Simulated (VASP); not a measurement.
**B32N31 (a cell with a defect): single point with PBEsol**

The system is B32N31 (a cell with a defect).

```
B N
1.0
     7.21159    0.00000    0.00000
     0.00000    7.21159    0.00000
     0.00000    0.00000    7.21159
B N
32 31
Cartesian
  7.2085 0.0017 7.2065
  0.0003 0.0050 3.5961
  0.0002 3.6030 7.2096
  7.2094 3.6096 3.6027
  3.5982 0.0050 7.2097
  3.6049 0.0028 3.6028
  3.6050 3.6099 7.2075
  3.5549 3.5595 3.5521
  1.7995 1.8043 7.2065
  1.7959 1.8006 3.5944
  1.7958 5.4182 7.2101
  1.7979 5.4060 3.6026
  5.4134 1.8006 7.2103
  5.4013 1.8028 3.6026
  5.4014 5.4062 7.2066
  5.4546 5.4593 3.5490
  1.7996 0.0020 1.7974
  1.7957 0.0054 5.4114
  1.7957 3.6010 1.7936
  1.7982 3.6097 5.3991
  5.4133 0.0054 1.7936
  5.4015 0.0019 5.3994
  5.4014 3.6097 1.7961
  5.4553 3.5552 5.4529
  7.2088 1.8042 1.7974
  0.0008 1.8005 5.4112
  0.0007 5.4181 1.7935
  7.2084 5.4062 5.3994
  3.5964 1.8005 1.7936
  3.6048 1.8030 5.3991
  3.6047 5.4061 1.7961
  3.5501 5.4608 5.4535
  0.9000 0.9048 0.8979
  0.9004 0.9050 4.5010
  0.9003 4.5079 0.8981
  0.8995 4.5101 4.5031
  4.5030 0.9050 0.8981
  4.5054 0.9042 4.5031
  4.5055 4.5102 0.8973
  2.7048 2.7095 0.8968
  2.7167 2.7214 4.5030
  2.7045 6.3117 0.8993
  2.7145 6.3002 4.5006
  6.3070 2.7093 0.8993
  6.2956 2.7192 4.5005
  6.3065 6.3113 0.8956
  6.2960 6.3007 4.5033
  2.7047 0.9039 2.7025
  2.7045 0.9063 6.3047
  2.7164 4.5100 2.7141
  2.7149 4.5077 6.2931
  6.3068 0.9060 2.7023
  6.3067 0.9025 6.3046
  6.2955 4.5073 2.7126
  6.2959 4.5099 6.2936
  0.8991 2.7094 2.7025
  0.9016 2.7094 6.3046
  0.9013 6.3116 2.7023
  0.8974 6.3114 6.3046
  4.5052 2.7209 2.7140
  4.5025 2.7196 6.2931
  4.5024 6.2999 2.7127
  4.5051 6.3008 6.2937
```

```yaml
Program: VASP 6.6.1
Task: single point
Functional: PBEsol
Potentials_or_basis: VASP PAW PBE potentials, release 64 (B, N)
Cutoff: 520 eV
k_mesh: 1 × 1 × 1, shifted
Occupations: fermi-dirac, width 0.05 eV
Spin: no spin polarisation
Dipole_correction: no
Charge: 1
Further_INCAR_settings: LREAL = Auto; ALGO = Normal; EDIFF = 1e-06; NBANDS = 162; ISYM = -1; NELECT = 250.0
```

| Item | Value |
| --- | --- |
| Largest force | 0.033 eV/Å |

Forces in eV/Å, atoms in the order of the input:
```
B    0.000  0.002  0.002
B   -0.002 -0.002  0.002
B    0.004  0.000  0.000
B   -0.002 -0.003  0.002
B    0.000  0.005  0.002
B   -0.001 -0.011  0.000
B    0.000 -0.004 -0.013
B    0.001  0.003  0.009
B    0.000  0.002  0.001
B    0.004  0.004  0.000
B   -0.007  0.000  0.003
B    0.000  0.003 -0.001
B   -0.001 -0.007 -0.004
B    0.003 -0.004 -0.001
B    0.001  0.002 -0.013
B   -0.007 -0.006  0.016
B   -0.003  0.001 -0.001
B   -0.008  0.006 -0.002
B    0.007  0.005  0.002
B    0.000 -0.001  0.000
B   -0.001 -0.002 -0.001
B    0.002 -0.010 -0.001
B    0.002 -0.004 -0.008
B   -0.013  0.020 -0.013
B   -0.001  0.000  0.000
B    0.003 -0.004  0.000
B   -0.002 -0.001  0.000
B   -0.002  0.003 -0.001
B    0.003  0.003  0.003
B    0.000 -0.005 -0.001
B    0.002  0.001 -0.010
B    0.021 -0.019 -0.017
N   -0.001 -0.004 -0.002
N    0.000  0.000 -0.003
N    0.001 -0.003 -0.001
N    0.001  0.002  0.005
N    0.001  0.001  0.001
N    0.000  0.008  0.005
N   -0.002  0.002  0.012
N   -0.005  0.000 -0.001
N   -0.004 -0.003 -0.002
N    0.006 -0.003 -0.002
N    0.001  0.008 -0.017
N   -0.002  0.006 -0.001
N   -0.002  0.004 -0.015
N    0.001  0.001  0.000
N    0.003  0.006  0.000
N   -0.001 -0.003  0.002
N    0.006 -0.006  0.000
N   -0.002 -0.003  0.001
N   -0.006 -0.016  0.010
N    0.002  0.002  0.006
N   -0.004  0.004  0.001
N    0.000 -0.009  0.000
N    0.007  0.006  0.014
N   -0.004 -0.001  0.000
N   -0.005  0.005  0.001
N    0.002  0.001  0.005
N    0.010 -0.003 -0.002
N   -0.001  0.005  0.003
N   -0.007  0.000  0.009
N   -0.007  0.008 -0.001
N    0.010  0.010  0.014
```

Levels at points of the mesh, in eV from the Fermi level:
| k point | band 121 | band 122 | band 123 | band 124 | band 125 | band 126 | band 127 | band 128 | band 129 | band 130 |
| --- | --- | --- | --- | --- | --- | --- | --- | --- | --- | --- |
| (0.25, 0.25, 0.25) | -2.57 | -2.42 | -1.78 | -1.78 | -1.21 | 2.91 | 3.32 | 3.32 | 4.44 | 4.44 |

It took 2.7 min on 1 thread of Intel(R) Xeon(R) Platinum 8375C CPU @ 2.90GHz (Ice Lake), on a shared host, peak memory 0.39 GiB.

Caveat: the cell carries a net charge on a neutralising background, which shifts energy and pressure; the cell is charged against a uniform background, so pressure and absolute levels hang on convention; the PAW data sets were made with another functional, which shifts forces and pressure a little.
